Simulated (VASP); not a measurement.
# InSe (R3m) in VASP: further runs, part 2 of 2

VASP 6.6.1.

## 4. Electric field gradients, PBE (28.52 Å³/atom)

This run uses another cell than the first one, of 28.52 Å³/atom.

The input, INCAR:

```
SYSTEM = InSe
PREC = Accurate
ENCUT = 520
EDIFF = 1E-8
ISMEAR = -1
SIGMA = 0.01
LREAL = .FALSE.
LASPH = .TRUE.
NELM = 80
ALGO = Normal
ISIF = 2
LWAVE = .FALSE.
LCHARG = .FALSE.
GGA = PE
LEFG = .TRUE.
NBANDS = 27
```

The input, KPOINTS:

```
regular mesh
0
G
  7 7 7
  0 0 0
```

The input, POSCAR:

```
InSe
1.0
    1.9933106383      1.1508384336      8.2888548424
   -1.9933106383      1.1508384336      8.2888548424
    0.0000000000     -2.3016768672      8.2888548424
In Se
2 2
Direct
    0.0000000000      0.0000000000      0.0000000000
    0.1122000000      0.1122000000      0.1122000000
    0.6155000000      0.6155000000      0.6155000000
    0.8300000000      0.8300000000      0.8300000000
```

Potentials or basis: VASP PAW PBE potentials, release 64 (In_d, Se).

Launch:

```
> cat potpaw_PBE.64/In_d/POTCAR potpaw_PBE.64/Se/POTCAR > POTCAR
> mpirun -np 1 vasp_std > vasp.out
```

OUTCAR:

```text
SYSTEM = InSe
   PREC = Accurate
   ENCUT = 520
   EDIFF = 1E-8
   ISMEAR = -1
   LREAL = .FALSE.
   LASPH = .TRUE.
   NELM = 80
   ISIF = 2
   GGA = PE

 ion  position               nearest neighbor table
   1  0.000  0.000  0.000-   3 2.63   3 2.63   3 2.63   2 2.79
   2  0.112  0.112  0.112-   4 2.63   4 2.63   4 2.63   1 2.79
   3  0.615  0.615  0.615-   1 2.63   1 2.63   1 2.63
   4  0.830  0.830  0.830-   2 2.63   2 2.63   2 2.63

  LATTYP: Found a trigonal (rhomboedric) cell.
 ALAT       =     8.6024898140
 COS(alpha) =     0.8926179648

  Lattice vectors:

 A1 = (   1.9933106383,   1.1508384336,   8.2888548424)
 A2 = (  -1.9933106383,   1.1508384336,   8.2888548424)
 A3 = (   0.0000000000,  -2.3016768672,   8.2888548424)

Analysis of symmetry for initial positions (statically):
=====================================================================
 Subroutine PRICEL returns:
 Original cell was already a primitive cell.

 Routine SETGRP: Setting up the symmetry group for a
 trigonal (rhombohedral) supercell.

 Subroutine GETGRP returns: Found  6 space group operations
 (whereof  6 operations were pure point group operations)
 out of a pool of 12 trial point group operations.

The static configuration has the point symmetry C_3v.

Analysis of symmetry for dynamics (positions and initial velocities):
=====================================================================
 Subroutine PRICEL returns:
 Original cell was already a primitive cell.

 Routine SETGRP: Setting up the symmetry group for a
 trigonal (rhombohedral) supercell.

 Subroutine GETGRP returns: Found  6 space group operations
 (whereof  6 operations were pure point group operations)
 out of a pool of 12 trial point group operations.

The dynamic configuration has the point symmetry C_3v.

 Subroutine INISYM returns: Found  6 space group operations
 (whereof  6 operations are pure point group operations),
 and found     1 'primitive' translations

----------------------------------------------------------------------------------------

                                     Primitive cell

  volume of cell :     114.0867

  direct lattice vectors                    reciprocal lattice vectors
     1.993310638  1.150838434  8.288854842     0.250838976  0.144821951  0.040214642
    -1.993310638  1.150838434  8.288854842    -0.250838976  0.144821951  0.040214642
     0.000000000 -2.301676867  8.288854842     0.000000000 -0.289643901  0.040214642

  length of vectors
     8.602489814  8.602489814  8.602489814     0.292422309  0.292422309  0.292422309

  position of ions in fractional coordinates (direct lattice)
     0.000000000  0.000000000  0.000000000
     0.112200000  0.112200000  0.112200000
     0.615500000  0.615500000  0.615500000
     0.830000000  0.830000000  0.830000000

  ion indices of the primitive-cell ions
   primitive index   ion index
[... 86 lines left out ...]
   PSTRESS=    0.0 pullay stress
   NELECT =      38.0000    total number of electrons
   NUPDOWN=      -1.0000    fix difference up-down
   EMIN   =  10.00;   EMAX   =-10.00  energy-range for DOS
   EFERMI =   0.00;   METHOD = LEGACY
   ISMEAR =    -1;   SIGMA  =   0.01  broadening in eV -4-tet -1-fermi 0-gaus
   EFERMI_NEDOS =   21; number of points for ismear=-14 and -15
   IALGO  =     38    algorithm
   IMIX   =      4    mixing-type and parameters
     AMIX     =   0.40;   BMIX     =  1.00
     AMIX_MAG =   1.60;   BMIX_MAG =  1.00
  volume/ion in A,a.u.               =      28.52       192.47
  Fermi-wavevector in a.u.,A,eV,Ry     =   1.134813  2.144486 17.521592  1.287801
  Thomas-Fermi vector in A             =   2.271517
   LORBIT       =      0    0 simple, 1 ext, 2 COOP (PROOUT), +10 PAW based schemes
   GGA     = PE    functional components
   LHFCALC =     F    Hartree Fock is set to
   AEXX    =    0.0000 exact exchange contribution
   IVDW    =     0    specifies the selected vdW correction
   LEPSILON=     F    determine dielectric tensor
   LRPA    =     F    only Hartree local field effects (RPA)
 non-spin polarized calculation
  energy-cutoff  :      520.00
  volume of cell :      114.09
 maximum number of plane-waves:      3097
   NGX = 31   NGY = 31   NGZ = 31

 number of electron      37.9999994 magnetization

 Free energy of the ion-electron system (eV)
  ---------------------------------------------------
  ext. energy  EPLUGINS =         0.00000000
  ---------------------------------------------------
  free energy    TOTEN  =       -14.09866970 eV

  energy without entropy =      -14.09866970  energy(sigma->0) =      -14.09866970

 E-fermi :   4.4326     XC(G=0):  -9.0317

 val. band max:        4.2144956191   @ k =  -0.4286   0.4286   0.4286
 cond. band min:       4.9736864180   @ k =   0.4286   0.4286   0.4286
 fundamental gap:      0.7591907989
 Fermi energy:         4.4326104820

 k-point     1 :       0.0000    0.0000    0.0000
  band No.  band energies     occupation
      1     -10.4817      2.00000
      2     -10.2963      2.00000
      3     -10.2963      2.00000
      4     -10.2150      2.00000
      5     -10.2150      2.00000
      6     -10.1975      2.00000
[... 709 lines left out ...]
     26      10.9643      0.00000
     27      11.4776      0.00000

 [... further k-points ...]

------------------------ aborting loop because EDIFF is reached ----------------------------------------

  FORCE on cell =-STRESS in cart. coord.  units (eV):
  Direction    XX          YY          ZZ          XY          YZ          ZX
  --------------------------------------------------------------------------------------
  -------------------------------------------------------------------------------------
  Total        2.6973741      2.6973741      2.1657024      0.0000000      0.0000000      0.0000000
  in kB       37.8805819     37.8805819     30.4140482      0.0000000      0.0000000      0.0000000
  external PRESSURE =      35.3917373 kB  Pullay stress =       0.0000000 kB

 VOLUME and BASIS-vectors are now :
 -----------------------------------------------------------------------------
  energy-cutoff  :      520.00
  volume of cell :      114.09
      direct lattice vectors                 reciprocal lattice vectors
     1.993310638  1.150838434  8.288854842     0.250838976  0.144821951  0.040214642
    -1.993310638  1.150838434  8.288854842    -0.250838976  0.144821951  0.040214642
     0.000000000 -2.301676867  8.288854842     0.000000000 -0.289643901  0.040214642

 POSITION                                       TOTAL-FORCE (eV/Angst)
 -----------------------------------------------------------------------------------
      0.00000      0.00000      0.00000         0.000000      0.000000      0.271490
      0.00000      0.00000      2.79003         0.000000      0.000000     -0.267042
      0.00000      0.00000     15.30537         0.000000     -0.000000     -0.259067
      0.00000      0.00000     20.63925         0.000000     -0.000000      0.254619
 -----------------------------------------------------------------------------------
    total drift:                               -0.000000      0.000000      0.000155

  FREE ENERGIE OF THE ION-ELECTRON SYSTEM (eV)
  ---------------------------------------------------
  free  energy   TOTEN  =       -14.0986696965 eV

  energy  without entropy=      -14.0986696965  energy(sigma->0) =      -14.09866970

 Electric field gradients (V/A^2)
---------------------------------------------------------------------
 ion       V_xx      V_yy      V_zz      V_xy      V_xz      V_yz
---------------------------------------------------------------------
   1      53.007    53.007  -106.015     0.000    -0.000     0.000
   2      53.158    53.158  -106.316     0.000     0.000    -0.000
   3      29.094    29.094   -58.188     0.000    -0.000    -0.000
   4      31.131    31.131   -62.263    -0.000    -0.000    -0.000
---------------------------------------------------------------------

 Electric field gradients after diagonalization (V/A^2)
 (convention: |V_zz| > |V_xx| > |V_yy|)
----------------------------------------------------------------------
 ion       V_xx      V_yy      V_zz     asymmetry (V_yy - V_xx)/ V_zz
----------------------------------------------------------------------
   1      53.007    53.007  -106.015       0.000
   2      53.158    53.158  -106.316       0.000
   3      29.094    29.094   -58.188       0.000
   4      31.131    31.131   -62.263       0.000
----------------------------------------------------------------------

           NMR quadrupolar parameters

 Cq : quadrupolar parameter    Cq=e*Q*V_zz/h
 eta: asymmetry parameters     (V_yy - V_xx)/ V_zz
 Q  : nuclear electric quadrupole moment in mb (millibarn)
----------------------------------------------------------------------
 ion       Cq(MHz)       eta       Q (mb)
----------------------------------------------------------------------
   1      -0.256       0.000       1.000
   2      -0.257       0.000       1.000
   3      -0.141       0.000       1.000
   4      -0.151       0.000       1.000
----------------------------------------------------------------------
```

OSZICAR:

```text
N       E                     dE             d eps       ncg     rms          rms(c)
DAV:   1     0.340841381481E+03    0.34084E+03   -0.17277E+04  2376   0.155E+03
DAV:   2     0.268554124970E+02   -0.31399E+03   -0.30415E+03  2384   0.389E+02
DAV:   3    -0.127276881669E+02   -0.39583E+02   -0.38808E+02  3004   0.147E+02
DAV:   4    -0.144715472201E+02   -0.17439E+01   -0.17389E+01  2818   0.317E+01
DAV:   5    -0.145434368583E+02   -0.71890E-01   -0.71879E-01  3689   0.633E+00    0.676E+00
DAV:   6    -0.141145517226E+02    0.42889E+00   -0.83734E-01  3360   0.147E+01    0.416E+00
DAV:   7    -0.140981176413E+02    0.16434E-01   -0.36162E-01  3315   0.411E+00    0.123E+00
DAV:   8    -0.140973568323E+02    0.76081E-03   -0.31014E-02  3610   0.194E+00    0.577E-01
DAV:   9    -0.140985040659E+02   -0.11472E-02   -0.57869E-03  2947   0.581E-01    0.152E-01
DAV:  10    -0.140985520183E+02   -0.47952E-04   -0.35453E-04  3218   0.137E-01    0.778E-02
DAV:  11    -0.140986671884E+02   -0.11517E-03   -0.16953E-04  2887   0.996E-02    0.222E-02
DAV:  12    -0.140986648083E+02    0.23802E-05   -0.15178E-05  3625   0.371E-02    0.155E-02
DAV:  13    -0.140986685716E+02   -0.37633E-05   -0.62166E-06  2956   0.144E-02    0.845E-03
DAV:  14    -0.140986696277E+02   -0.10561E-05   -0.28126E-06  2634   0.160E-02    0.287E-03
DAV:  15    -0.140986697207E+02   -0.93052E-07   -0.20569E-07  3036   0.357E-03    0.806E-04
DAV:  16    -0.140986696870E+02    0.33727E-07   -0.56962E-08  2278   0.137E-03    0.594E-04
DAV:  17    -0.140986696965E+02   -0.94642E-08   -0.33820E-09  1579   0.542E-04
   1 F= -.14098670E+02 E0= -.14098670E+02  d E =-.324484E-11
```

It took 8.2 min on 1 thread of Intel Xeon Platinum 8488C (Sapphire Rapids), shared host; peak memory 0.58 GiB.

Results:

```
Free energy                             : -14.0987 eV
Pressure                                : 3.5 GPa
Largest force                           : 0.271 eV/Å
Band gap on the k mesh                  : 0.76 eV (least direct gap 0.76 eV)
Largest electric field gradient by atom : In -106.0, -106.3; Se -58.2, -62.3 V/Å²
```

Forces on the atoms (eV/Å):
```
In   0.000  0.000  0.271
In   0.000  0.000 -0.267
Se   0.000  0.000 -0.259
Se   0.000  0.000  0.255
```

Stress tensor (GPa, compression positive):
```
3.79 0.00 0.00
0.00 3.79 0.00
0.00 0.00 3.04
```

Electric field gradients, principal values (V/Å²):
| atom | least | middle | greatest (by size) |
| --- | --- | --- | --- |
| 1 In | 53.007 | 53.007 | -106.015 |
| 2 In | 53.158 | 53.158 | -106.316 |
| 3 Se | 29.094 | 29.094 | -58.188 |
| 4 Se | 31.131 | 31.131 | -62.263 |

Caveat: the cell stands under pressure; without QUAD_EFG the Cq values of the log hold for a quadrupole moment of 1 mb, not for the nuclei; spin-orbit coupling is left out, which moves the levels of the heavy elements; an odd mesh through Γ misses points on the zone boundary, where band edges can lie.

## 5. The runs side by side

| cell | gap on the mesh (eV) | pressure (GPa) | largest force (eV/Å) |
| --- | --- | --- | --- |
| a = 8.644 Å, angles 27.3°, 4 atoms | 0.59 | 0.8 | 0.10 |
| a = 8.515 Å, angles 26.8°, 4 atoms | 0.83 | 5.5 | 0.51 |
| a = 8.602 Å, angles 26.8°, 4 atoms | 0.76 | 3.5 | 0.27 |

Alike in all rows: task electric field gradients; level PBE; potentials or basis VASP PAW PBE potentials, release 64 (In_d, Se); no spin polarisation; k mesh 7 × 7 × 7; cutoff (eV) 520; smearing fermi-dirac 0.01 eV.

Caveats: spin-orbit coupling is left out, which moves the levels of the heavy elements; an odd mesh through Γ misses points on the zone boundary, where band edges can lie; the cell stands under pressure (at least some runs).

Absolute energies hang on the potentials; compare differences alone.
